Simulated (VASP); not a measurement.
# Tl (Pm-3m) in VASP: notebook

Runs on Tl. Level: PBEsol+D3(BJ). Tasks: single point.

All numbers are computed with VASP 6.6.1; they aren't measurements. Logs are shortened: lines on timing, memory, paths and dates and some standing lists are left out, and cuts for length are marked.

### Step 1. The cell of the first run

It takes space group Pm-3m (No. 221, cubic). The conventional cell has a = 2.703 Å, b = 2.703 Å, c = 2.703 Å, α = 90.00°, β = 90.00°, γ = 90.00°. Within 3.6 Å of Tl (site symmetry m-3m) lie 6 Tl at 2.70 Å.

### Step 2. Single point, PBEsol+D3(BJ)

Input file INCAR:

```
PREC = Accurate
ENCUT = 520
EDIFF = 1E-6
ISMEAR = 0
SIGMA = 0.1
LREAL = F
LASPH = T
NELM = 80
ALGO = Normal
ISIF = 2
LWAVE = F
LCHARG = T
GGA = PS
IVDW = 12
LELF = T
LVHAR = T
NBANDS = 12
```

Input file KPOINTS:

```
Automatic mesh
0
Gamma
  8 8 8
```

Input file POSCAR:

```
Tl
1.0
    2.7030974940      0.0000000000      0.0000000000
    0.0000000000      2.7030974940      0.0000000000
    0.0000000000      0.0000000000      2.7030974940
Tl
1
Direct
    0.0000000000      0.0000000000      0.0000000000
```

Potentials or basis: VASP PAW PBE potentials, release 64 (Tl_d).

Command:

```bash
$ cat potpaw_PBE.64/Tl_d/POTCAR > POTCAR
$ mpirun -np 1 vasp_std > vasp.out
```

OUTCAR:

```text
PREC = Accurate
   ENCUT = 520
   EDIFF = 1E-6
   ISMEAR = 0
   LREAL = F
   LASPH = T
   NELM = 80
   ISIF = 2
   GGA = PS
   IVDW = 12
 IVDW          = 12

 ion  position               nearest neighbor table
   1  0.000  0.000  0.000-

  LATTYP: Found a simple cubic cell.
 ALAT       =     2.7030974940

  Lattice vectors:

 A1 = (   2.7030974940,   0.0000000000,   0.0000000000)
 A2 = (   0.0000000000,   2.7030974940,   0.0000000000)
 A3 = (   0.0000000000,   0.0000000000,   2.7030974940)

Analysis of symmetry for initial positions (statically):
=====================================================================
 Subroutine PRICEL returns:
 Original cell was already a primitive cell.

 Routine SETGRP: Setting up the symmetry group for a
 simple cubic supercell.

 Subroutine GETGRP returns: Found 48 space group operations
 (whereof 48 operations were pure point group operations)
 out of a pool of 48 trial point group operations.

The static configuration has the point symmetry O_h .

Analysis of symmetry for dynamics (positions and initial velocities):
=====================================================================
 Subroutine PRICEL returns:
 Original cell was already a primitive cell.

 Routine SETGRP: Setting up the symmetry group for a
 simple cubic supercell.

 Subroutine GETGRP returns: Found 48 space group operations
 (whereof 48 operations were pure point group operations)
 out of a pool of 48 trial point group operations.

The dynamic configuration has the point symmetry O_h .

 Subroutine INISYM returns: Found 48 space group operations
 (whereof 48 operations are pure point group operations),
 and found     1 'primitive' translations

----------------------------------------------------------------------------------------

                                     Primitive cell

  volume of cell :      19.7508

  direct lattice vectors                    reciprocal lattice vectors
     2.703097494  0.000000000  0.000000000     0.369945961  0.000000000  0.000000000
     0.000000000  2.703097494  0.000000000     0.000000000  0.369945961  0.000000000
     0.000000000  0.000000000  2.703097494     0.000000000  0.000000000  0.369945961

  length of vectors
     2.703097494  2.703097494  2.703097494     0.369945961  0.369945961  0.369945961

  position of ions in fractional coordinates (direct lattice)
     0.000000000  0.000000000  0.000000000

  ion indices of the primitive-cell ions
   primitive index   ion index
                 1           1

----------------------------------------------------------------------------------------

 KPOINTS: Automatic mesh

Automatic generation of k-mesh.
 Grid dimensions read from file:
 generate k-points for:    8    8    8

 Generating k-lattice:

  Cartesian coordinates                     Fractional coordinates (reciprocal lattice)
     0.046243245  0.000000000  0.000000000     0.125000000  0.000000000  0.000000000
     0.000000000  0.046243245  0.000000000     0.000000000  0.125000000  0.000000000
     0.000000000  0.000000000  0.046243245     0.000000000  0.000000000  0.125000000

  Length of vectors
     0.046243245  0.046243245  0.046243245

  Shift w.r.t. Gamma in fractional coordinates (k-lattice)
     0.000000000  0.000000000  0.000000000

 Subroutine IBZKPT returns following result:
 ===========================================

 Found     35 irreducible k-points:

 Following reciprocal coordinates:
            Coordinates               Weight
  0.000000  0.000000  0.000000      1.000000
  0.125000  0.000000  0.000000      6.000000
  0.250000  0.000000  0.000000      6.000000
  0.375000  0.000000  0.000000      6.000000
  0.500000  0.000000  0.000000      3.000000
  0.125000  0.125000  0.000000     12.000000
[... 16 lines left out ...]
  0.375000  0.375000  0.125000     24.000000
  0.500000  0.375000  0.125000     24.000000
 [... further k-points ...]
   k-points           NKPTS =     35   k-points in BZ     NKDIM =     35   number of bands    NBANDS=     12
   number of dos      NEDOS =    301   number of ions     NIONS =      1
   total plane-waves  NPLWV =   8000
   dimension x,y,z NGX =    20 NGY =   20 NGZ =   20
   dimension x,y,z NGXF=    40 NGYF=   40 NGZF=   40
   ions per type =               1
   NGX,Y,Z   is equivalent  to a cutoff of  12.30, 12.30, 12.30 a.u.
   NGXF,Y,Z  is equivalent  to a cutoff of  24.60, 24.60, 24.60 a.u.
 SYSTEM =  unknown system
   PREC   = accura    normal or accurate (medium, high low for compatibility)
   ISTART =      0    job   : 0-new  1-cont  2-samecut
   ICHARG =      2    charge: 1-file 2-atom 10-const
   ISPIN  =      1    spin polarized calculation?
   LNONCOLLINEAR =      F non collinear calculations
   LSORBIT =      F    spin-orbit coupling
   LASPH  =      T    aspherical Exc in radial PAW
   ENCUT  =  520.0 eV  38.22 Ry    6.18 a.u.   5.03  5.03  5.03*2*pi/ulx,y,z
   NELM   =     80;   NELMIN=  2; NELMDL= -5     # of ELM steps
   EDIFF  = 0.1E-05   stopping-criterion for ELM
   LREAL  =      F    real-space projection
   EDIFFG = 0.1E-04   stopping-criterion for IOM
   NSW    =      0    number of steps for IOM
   IBRION =     -1    ionic relax: 0-MD 1-quasi-New 2-CG
   NFREE  =      0    steps in history (QN), initial steepest desc. (CG)
   ISIF   =      2    stress and relaxation
   ISYM   =      2    0-nonsym 1-usesym 2-fastsym
   POTIM  = 0.5000    time-step for ionic-motion
   TEBEG  =    0.0;   TEEND  =   0.0 temperature during run
   PSTRESS=    0.0 pullay stress
   NELECT =      13.0000    total number of electrons
   NUPDOWN=      -1.0000    fix difference up-down
   EMIN   =  10.00;   EMAX   =-10.00  energy-range for DOS
   EFERMI =   0.00;   METHOD = LEGACY
   ISMEAR =     0;   SIGMA  =   0.10  broadening in eV -4-tet -1-fermi 0-gaus
   EFERMI_NEDOS =   21; number of points for ismear=-14 and -15
   IALGO  =     38    algorithm
   IMIX   =      4    mixing-type and parameters
     AMIX     =   0.40;   BMIX     =  1.00
     AMIX_MAG =   1.60;   BMIX_MAG =  1.00
  volume/ion in A,a.u.               =      19.75       133.29
  Fermi-wavevector in a.u.,A,eV,Ry     =   1.424058  2.691079 27.591801  2.027940
  Thomas-Fermi vector in A             =   2.544589
   LORBIT       =      0    0 simple, 1 ext, 2 COOP (PROOUT), +10 PAW based schemes
   GGA     = PS    functional components
   LHFCALC =     F    Hartree Fock is set to
   AEXX    =    0.0000 exact exchange contribution
   IVDW    =    12    specifies the selected vdW correction
   LEPSILON=     F    determine dielectric tensor
   LRPA    =     F    only Hartree local field effects (RPA)
 non-spin polarized calculation
 Gauss-broadening in eV      SIGMA  =   0.10
  energy-cutoff  :      520.00
  volume of cell :       19.75
 maximum number of plane-waves:       554
   NGX = 11   NGY = 11   NGZ = 11

 number of electron      13.0000001 magnetization

 Free energy of the ion-electron system (eV)
  ---------------------------------------------------
  ext. energy  EPLUGINS =         0.00000000
  ---------------------------------------------------
  free energy    TOTEN  =        -1.43755938 eV

  energy without entropy =       -1.43258754  energy(sigma->0) =       -1.43507346

 E-fermi :  11.0472     XC(G=0): -12.2646

 val. band max:       11.0172557142   @ k =   0.3750   0.2500   0.1250
 cond. band min:      11.2058695059   @ k =   0.3750   0.3750   0.0000
 fundamental gap:      0.1886137916
 Fermi energy:        11.0472437574

 k-point     1 :       0.0000    0.0000    0.0000
  band No.  band energies     occupation
      1      -3.0706      2.00000
      2      -3.0706      2.00000
      3      -2.2827      2.00000
      4      -0.0586      2.00000
      5      -0.0586      2.00000
      6      -0.0586      2.00000
      7      20.1673      0.00000
      8      20.1673      0.00000
      9      20.1673      0.00000
     10      25.1630      0.00000
     11      26.8700      0.00000
     12      26.8700      0.00000

 k-point     2 :       0.1250    0.0000    0.0000
  band No.  band energies     occupation
      1      -3.0359      2.00000
      2      -2.8694      2.00000
      3      -1.8518      2.00000
      4      -0.2068      2.00000
      5      -0.2068      2.00000
      6      -0.0462      2.00000
      7      17.3610      0.00000
      8      20.7087      0.00000
      9      20.7087      0.00000
     10      25.8485      0.00000
     11      26.2878      0.00000
     12      29.3870      0.00000

 k-point     3 :       0.2500    0.0000    0.0000
  band No.  band energies     occupation
      1      -2.9509      2.00000
      2      -2.5544      2.00000
      3      -0.5483      2.00000
      4      -0.5483      2.00000
      5      -0.3590      2.00000
      6      -0.0161      2.00000
      7      13.1736      0.00000
      8      22.1564      0.00000
      9      22.1564      0.00000
     10      25.0811      0.00000
     11      25.8669      0.00000
     12      33.6139      0.00000
[... 286 lines left out ...]
 k-point    23 :       0.3750    0.3750    0.1250
  band No.  band energies     occupation
      1      -2.2161      2.00000
      2      -2.0174      2.00000
      3      -1.0040      2.00000
      4      -0.9815      2.00000
      5      -0.0246      2.00000
      6       5.4530      2.00000
      7      11.7244      0.00000
      8      13.7348      0.00000
      9      19.6098      0.00000
     10      23.8543      0.00000
     11      27.4218      0.00000
     12      28.7641      0.00000

 k-point    24 :       0.5000    0.3750    0.1250
  band No.  band energies     occupation
      1      -2.3948      2.00000
      2      -1.9614      2.00000
      3      -1.1230      2.00000
      4      -0.9672      2.00000
      5       0.3283      2.00000
      6       7.5142      2.00000
      7       9.5335      2.00000
      8      14.0820      0.00000
      9      18.0863      0.00000
     10      25.3826      0.00000
     11      25.9394      0.00000
     12      28.8920      0.00000

 [... further k-points ...]

------------------------ aborting loop because EDIFF is reached ----------------------------------------

 Edisp (eV)   -0.55857

 E8    (eV) :    -0.4165

  FORCE on cell =-STRESS in cart. coord.  units (eV):
  Direction    XX          YY          ZZ          XY          YZ          ZX
  --------------------------------------------------------------------------------------
  -------------------------------------------------------------------------------------
  Total       5.49366     5.49366     5.49366     0.00000     0.00000    -0.00000
  in kB     445.64328   445.64328   445.64328     0.00000     0.00000    -0.00000
  external pressure =      445.64 kB  Pullay stress =        0.00 kB

 VOLUME and BASIS-vectors are now :
 -----------------------------------------------------------------------------
  energy-cutoff  :      520.00
  volume of cell :       19.75
      direct lattice vectors                 reciprocal lattice vectors
     2.703097494  0.000000000  0.000000000     0.369945961  0.000000000  0.000000000
     0.000000000  2.703097494  0.000000000     0.000000000  0.369945961  0.000000000
     0.000000000  0.000000000  2.703097494     0.000000000  0.000000000  0.369945961

 POSITION                                       TOTAL-FORCE (eV/Angst)
 -----------------------------------------------------------------------------------
      0.00000      0.00000      0.00000         0.000000      0.000000      0.000000
 -----------------------------------------------------------------------------------
    total drift:                               -0.000000      0.000000      0.000000

  FREE ENERGIE OF THE ION-ELECTRON SYSTEM (eV)
  ---------------------------------------------------
  free  energy   TOTEN  =        -1.9961312454 eV

  energy  without entropy=       -1.9911594055  energy(sigma->0) =       -1.99364533
```

Wall time 3 s (1 thread of Intel Xeon 6975P-C (Granite Rapids), shared host); peak memory 0.13 GiB.

What came out:

- Free energy: -1.9961 eV
- Pressure: 44.6 GPa
- Dispersion energy per atom: -0.559 eV

Caveat: the PAW data sets were made with another functional, which shifts forces and pressure a little; spin-orbit coupling is left out, which moves the levels of the heavy elements; pairwise dispersion overbinds metals, which lowers pressure and volume.

### Step 3. Single point, PBEsol+D3(BJ)

This run uses another cell than the first one, of 21.20 Å³/atom, 1.073 times its volume.

Input file INCAR:

```
  PREC = Accurate
  ENCUT = 520
  EDIFF = 1E-6
  ISMEAR = 0
  SIGMA = 0.1
  LREAL = False
  LASPH = True
  NELM = 80
  ALGO = Normal
  ISIF = 2
  LWAVE = False
  LCHARG = False
  GGA = PS
  IVDW = 12
  NBANDS = 12
```

KPOINTS is that of step 2.

Input file POSCAR:

```
Tl
1.0
    2.7676844116      0.0000000000      0.0000000000
    0.0000000000      2.7676844116      0.0000000000
    0.0000000000      0.0000000000      2.7676844116
Tl
1
Direct
    0.0000000000      0.0000000000      0.0000000000
```

Potentials or basis: VASP PAW PBE potentials, release 64 (Tl_d).

Command:

```bash
$ cat potpaw_PBE.64/Tl_d/POTCAR > POTCAR
$ mpirun -np 1 vasp_std > vasp.out
```

Wall time 3 s (1 thread of Intel Xeon 6975P-C (Granite Rapids), shared host); peak memory 0.15 GiB.

It converged, with:

```
Free energy                : -2.3285 eV
Pressure                   : 29.6 GPa
Dispersion energy per atom : -0.520 eV
```

Levels at points of the mesh, in eV from the Fermi level:
```
           k point  band 2  band 3  band 4  band 5  band 6  band 7  band 8  band 9  band 10  band 11
(0.00, 0.00, 0.00)  -13.62  -12.59  -11.01  -11.01  -11.01    8.87    8.87    8.87    13.49    15.14
(0.50, 0.00, 0.00)  -12.78  -11.81  -11.81  -10.94   -6.10   -4.83   12.67   13.42    13.42    14.00
(0.50, 0.50, 0.00)  -12.94  -11.69  -11.69  -10.28   -1.44   -1.06   -1.06    5.71    16.20    16.20
(0.50, 0.50, 0.50)  -12.90  -12.90  -10.23  -10.23    2.84    2.84    2.84    3.93     6.85    10.30
```

Caveat: the PAW data sets were made with another functional, which shifts forces and pressure a little; spin-orbit coupling is left out, which moves the levels of the heavy elements; pairwise dispersion overbinds metals, which lowers pressure and volume.

### Step 4. Single point, PBEsol+D3(BJ)

This run uses another cell than the first one, of 23.51 Å³/atom, 1.190 times its volume.

Input file INCAR:

```
SYSTEM = Tl
  ALGO = Normal
  EDIFF = 1E-6
  ENCUT = 520
  GGA = PS
  ISIF = 2
  ISMEAR = 0
  IVDW = 12
  LASPH = .True.
  LCHARG = .False.
  LREAL = .False.
  LWAVE = .False.
  NBANDS = 12
  NELM = 60
  PREC = Accurate
  SIGMA = 0.1
```

Input file KPOINTS:

```
k-points
0
Gamma
  8 8 8
  0 0 0
```

Input file POSCAR:

```
Tl
1.0
    2.8646883508      0.0000000000      0.0000000000
    0.0000000000      2.8646883508      0.0000000000
    0.0000000000      0.0000000000      2.8646883508
Tl
1
Direct
    0.0000000000      0.0000000000      0.0000000000
```

Potentials or basis: VASP PAW PBE potentials, release 64 (Tl_d).

Command:

```bash
$ cat potpaw_PBE.64/Tl_d/POTCAR > POTCAR
$ mpirun -np 1 vasp_std > vasp.out
```

OUTCAR:

```text
SYSTEM = Tl
   EDIFF = 1E-6
   ENCUT = 520
   GGA = PS
   ISIF = 2
   ISMEAR = 0
   IVDW = 12
   LASPH = .True.
   LREAL = .False.
   NELM = 60
   PREC = Accurate
 IVDW          = 12

 ion  position               nearest neighbor table
   1  0.000  0.000  0.000-

  LATTYP: Found a simple cubic cell.
 ALAT       =     2.8646883508

  Lattice vectors:

 A1 = (   2.8646883508,   0.0000000000,   0.0000000000)
 A2 = (   0.0000000000,   2.8646883508,   0.0000000000)
 A3 = (   0.0000000000,   0.0000000000,   2.8646883508)

Analysis of symmetry for initial positions (statically):
=====================================================================
 Subroutine PRICEL returns:
 Original cell was already a primitive cell.

 Routine SETGRP: Setting up the symmetry group for a
 simple cubic supercell.

 Subroutine GETGRP returns: Found 48 space group operations
 (whereof 48 operations were pure point group operations)
 out of a pool of 48 trial point group operations.

The static configuration has the point symmetry O_h .

Analysis of symmetry for dynamics (positions and initial velocities):
=====================================================================
 Subroutine PRICEL returns:
[... 170 lines left out ...]
      6      -2.4720      2.00000
      7      16.9018      0.00000
      8      16.9018      0.00000
      9      16.9018      0.00000
     10      21.0241      0.00000
     11      22.6264      0.00000
     12      22.6264      0.00000
[... 331 lines left out ...]
 k-point    24 :       0.5000    0.3750    0.1250
  band No.  band energies     occupation
      1      -4.0127      2.00000
      2      -3.7470      2.00000
      3      -3.1804      2.00000
      4      -3.0749      2.00000
      5      -2.1639      2.00000
      6       4.8100      2.00000
      7       7.3951      2.00000
      8      10.8321      0.00000
      9      15.1052      0.00000
     10      21.6666      0.00000
     11      22.0961      0.00000
     12      25.5167      0.00000

 [... further k-points ...]

------------------------ aborting loop because EDIFF is reached ----------------------------------------

 Edisp (eV)   -0.46715

 E8    (eV) :    -0.3481

  FORCE on cell =-STRESS in cart. coord.  units (eV):
  Direction    XX          YY          ZZ          XY          YZ          ZX
  --------------------------------------------------------------------------------------
  -------------------------------------------------------------------------------------
  Total       2.16279     2.16279     2.16279     0.00000    -0.00000     0.00000
  in kB     147.39824   147.39824   147.39824     0.00000    -0.00000     0.00000
  external pressure =      147.40 kB  Pullay stress =        0.00 kB

 VOLUME and BASIS-vectors are now :
 -----------------------------------------------------------------------------
  energy-cutoff  :      520.00
  volume of cell :       23.51
      direct lattice vectors                 reciprocal lattice vectors
     2.864688351  0.000000000  0.000000000     0.349078112  0.000000000  0.000000000
     0.000000000  2.864688351  0.000000000     0.000000000  0.349078112  0.000000000
     0.000000000  0.000000000  2.864688351     0.000000000  0.000000000  0.349078112

 POSITION                                       TOTAL-FORCE (eV/Angst)
 -----------------------------------------------------------------------------------
      0.00000      0.00000      0.00000         0.000000      0.000000      0.000000
 -----------------------------------------------------------------------------------
    total drift:                                0.000000     -0.000000      0.000000

  FREE ENERGIE OF THE ION-ELECTRON SYSTEM (eV)
  ---------------------------------------------------
  free  energy   TOTEN  =        -2.6393443855 eV

  energy  without entropy=       -2.6336010482  energy(sigma->0) =       -2.63647272
```

stdout:

```text
POSCAR found type information on POSCAR Tl
 POSCAR found :  1 types and       1 ions
 scaLAPACK will be used
 -----------------------------------------------------------------------------
|                                                                             |
|                                                                             |
|     You enforced a specific xc type in the INCAR file but a different       |
|     I HOPE YOU KNOW WHAT YOU ARE DOING!                                     |
|                                                                             |
 -----------------------------------------------------------------------------

 LDA part: xc-table for (Slater+PW92), standard interpolation
 POSCAR, INCAR and KPOINTS ok, starting setup
 FFT: planning ... GRIDC
 FFT: planning ... GRID_SOFT
 FFT: planning ... GRID
 WAVECAR not read
 entering main loop
```

It took 3.1 s on 1 thread of Intel Xeon 6975P-C (Granite Rapids), shared host; peak memory 0.15 GiB.

What came out:

```
Free energy                : -2.6393 eV
Pressure                   : 14.7 GPa
Dispersion energy per atom : -0.467 eV
```

Caveat: the PAW data sets were made with another functional, which shifts forces and pressure a little; spin-orbit coupling is left out, which moves the levels of the heavy elements; pairwise dispersion overbinds metals, which lowers pressure and volume.

### Step 5. Overview

```csv
cell,gap on the mesh (eV),pressure (GPa)
"a = 2.703 Å, 1 atom",none,44.6
"a = 2.768 Å, 1 atom",none,29.6
"a = 2.865 Å, 1 atom",none,14.7
```

Alike in all rows: task single point; level PBEsol+D3(BJ); potentials or basis VASP PAW PBE potentials, release 64 (Tl_d); no spin polarisation; k mesh 8 × 8 × 8; cutoff (eV) 520; smearing gaussian 0.1 eV.

Caveats: the PAW data sets were made with another functional, which shifts forces and pressure a little; spin-orbit coupling is left out, which moves the levels of the heavy elements; pairwise dispersion overbinds metals, which lowers pressure and volume.

Total energies depend on the potentials used, so only differences within one code and one set of settings carry meaning.
